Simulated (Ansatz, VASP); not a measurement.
**KCl in VASP and in Ansatz**

The input INCAR:

```
SYSTEM = KCl
  PREC = Accurate
  ENCUT = 520
  EDIFF = 1E-6
  ISMEAR = 0
  SIGMA = 0.05
  LREAL = .False.
  LASPH = .True.
  NELM = 100
  ALGO = Normal
  ISIF = 2
  LWAVE = .False.
  LCHARG = .True.
  GGA = PE
  LELF = .True.
  LVHAR = .True.
  NBANDS = 15
```

KPOINTS

```
Automatic mesh
0
Gamma
  6 6 6
  0 0 0
```

Contents of POSCAR:

```
KCl
1.0
    0.0000000000      3.1561000000      3.1561000000
    3.1561000000      0.0000000000      3.1561000000
    3.1561000000      3.1561000000      0.0000000000
K Cl
1 1
Direct
   -0.0950540224      0.0000000000      0.0000000000
    0.5000000000      0.5000000000      0.5000000000
```

Input for Ansatz:

```yaml
crystal:
  lattice:
    - [0.0, 3.1561, 3.1561]
    - [3.1561, 0.0, 3.1561]
    - [3.1561, 3.1561, 0.0]
  atoms:
    - { symbol: K, position: [-0.0950540224, 0.0, 0.0] }
    - { symbol: Cl, position: [0.5, 0.5, 0.5] }
basis:
  ecutwfc: 420
kpoints:
  mp_grid: { grid: [6, 6, 6] }
hamiltonian:
  xc: pbe
scf:
  occupations: { method: gaussian, width: 0.05 }
output:
  forces: true
  stress: true
  eigenvalues: true
  write_density: true
  write_potential: true
  elf: true
  volumetric_format: npy
```

Alike in both runs: task single point; functional PBE; k mesh 6 × 6 × 6; occupations gaussian, width 0.05 eV; no spin polarisation.

|  | VASP | Ansatz |
| --- | --- | --- |
| version | VASP 6.6.1 | Ansatz 0.2.0 |
| potentials or method | VASP PAW PBE potentials, release 64 (K_sv, Cl), cutoff 520 eV | scalar-relativistic, plane waves, PAW |
| valence electrons in the cell | 16 | 16 |

VASP gave:

- gap on the k mesh at the Fermi level (eV): 5.20
- least direct gap on the mesh (eV): 5.20
- pressure (GPa): 1.8
- traceless stress, the component that is largest in VASP (GPa): -1.53
- rms of the force components (eV/Å): 0.361

Question: What did Ansatz give for the same quantities?

Answer: gap on the k mesh at the Fermi level (eV): 5.20; least direct gap on the mesh (eV): 5.20; pressure (GPa): 1.8; traceless stress, the component that is largest in VASP (GPa): -1.50; rms of the force components (eV/Å): 0.354.

Atom by atom the forces differ by 0.006 eV/Å (rms over components).
